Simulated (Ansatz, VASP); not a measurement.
# One calculation of WC, two programs

INCAR

```
SYSTEM = WC
ALGO = Normal
EDIFF = 1E-8
ENCUT = 520
GGA = PS
ISIF = 2
ISMEAR = -1
LASPH = .True.
LCHARG = .False.
LEFG = .True.
LREAL = .False.
LWAVE = .False.
NBANDS = 16
NELM = 60
PREC = Accurate
SIGMA = 0.05
```

File KPOINTS:

```
k-points
0
Gamma
  14 14 13
  0 0 0
```

File POSCAR:

```
WC
1.0
    2.8613006652      0.0000000000      0.0000000000
   -1.4306503326      2.4779590640      0.0000000000
    0.0000000000      0.0000000000      2.7907655833
W C
1 1
Direct
    0.0000000000      0.0000000000      0.0000000000
    0.6666666667      0.3333333333      0.5000000000
```

Input for Ansatz:

```yaml
crystal:
  lattice:
    - [2.8613006652, 0.0, 0.0]
    - [-1.4306503326, 2.477959064, 0.0]
    - [0.0, 0.0, 2.7907655833]
  atoms:
    - { symbol: W, position: [0.0, 0.0, 0.0] }
    - { symbol: C, position: [0.6666666667, 0.3333333333, 0.5] }
kpoints:
  mp_grid: { grid: [14, 14, 13] }
scf:
  occupations: { method: fermi_dirac, width: 0.05 }
hamiltonian:
  xc: pbesol
  pseudopotentials: { kind: all_electron, datasets: crystal }
output:
  forces: true
  stress: true
  eigenvalues: true
  efg: { contact_densities: true }
```

Change from the starting cell: volume scaled by 0.96, crystal datasets.

Alike in both runs: task electric field gradients; functional PBEsol; k mesh 14 × 14 × 13; occupations fermi-dirac, width 0.05 eV; no spin polarisation.

```csv
,VASP,Ansatz
version,VASP 6.6.1,Ansatz 0.2.0
potentials or method,"VASP PAW PBE potentials, release 64 (W_sv, C), cutoff 520 eV","all-electron PAW with datasets made for the crystal, scalar-relativistic"
```

```tsv
	VASP	Ansatz	Ansatz less VASP
pressure (GPa)	18.9	17.4	-1.60
traceless stress, the component that is largest in VASP (GPa)	2.26	1.96	-0.304
size of Vzz on the site where it differs most (V/Å²)	159.2	148.0	-11.19
```

VASP's potentials were made for PBE, not for PBEsol. Ansatz ran all-electron here, and VASP with PAW potentials.

Spin-orbit coupling is off throughout.
